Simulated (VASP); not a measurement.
Set up this calculation in VASP 6.6.1, as the native input.

* Task: single point
* Functional: PBE
* Potentials or basis: VASP PAW PBE potentials, release 64 (Cu_sv_GW, S, Fe_sv, O)
* Cutoff: 700 eV
* k mesh: 8 × 8 × 3
* Occupations: fermi-dirac, width 0.1 eV
* Spin: no spin polarisation
* Dipole correction: no
* Further INCAR settings: ALGO = Normal; EDIFF = 1e-06; NBANDS = 57

The structure of FeCuSO lies in POSCAR:

```
FeCuSO
1.0
    3.7863880000      0.0000000000      0.0000000000
    0.0000000000      3.7863880000      0.0000000000
    0.0000000000      0.0000000000      8.5646720000
Cu S Fe O
2 2 2 2
Direct
    0.7500000000      0.2500000000      0.5000000000
    0.2500000000      0.7500000000      0.5000000000
    0.2500000000      0.2500000000      0.3442000000
    0.7500000000      0.7500000000      0.6558000000
    0.2500000000      0.7500000000      0.0000000000
    0.7500000000      0.2500000000      0.0000000000
    0.2500000000      0.2500000000      0.9256000000
    0.7500000000      0.7500000000      0.0744000000
```

The input as run:

INCAR

```
SYSTEM = FeCuSO
ALGO = Normal ; EDIFF = 1E-6
ENCUT = 700 ; GGA = PE
GGA_COMPAT = .False. ; ISIF = 2
ISMEAR = -1 ; LASPH = .True.
LCHARG = .False. ; LREAL = .False.
LWAVE = .False. ; NBANDS = 57
NELM = 120 ; PREC = Accurate
SIGMA = 0.1
```

KPOINTS

```
k-points
0
Gamma
  8 8 3
  0 0 0
```

Potentials or basis: VASP PAW PBE potentials, release 64 (Cu_sv_GW, S, Fe_sv, O).

The run is started by

```bash
$ cat potpaw_PBE.64/Cu_sv_GW/POTCAR potpaw_PBE.64/S/POTCAR potpaw_PBE.64/Fe_sv/POTCAR potpaw_PBE.64/O/POTCAR > POTCAR
$ mpirun -np 1 vasp_std > vasp.out
```

It gave:

| Item | Value |
| --- | --- |
| Pressure | -9.3 GPa |
| Largest force | 0.777 eV/Å |
| Band gap on the k mesh | zero (bands 47 and 48 overlap by 0.75 eV) |

Caveat: the stress differs along the axes, from -12 to -4 GPa; the run has no spin polarisation, though such a crystal can be magnetic; semilocal functionals often make such compounds metallic where correlation or magnetic order opens a gap, which also shifts bond lengths.

Run time: 13 min on 1 thread of AMD EPYC 7R13 Processor (Zen 3), with other jobs on the host, peak memory 0.48 GiB.
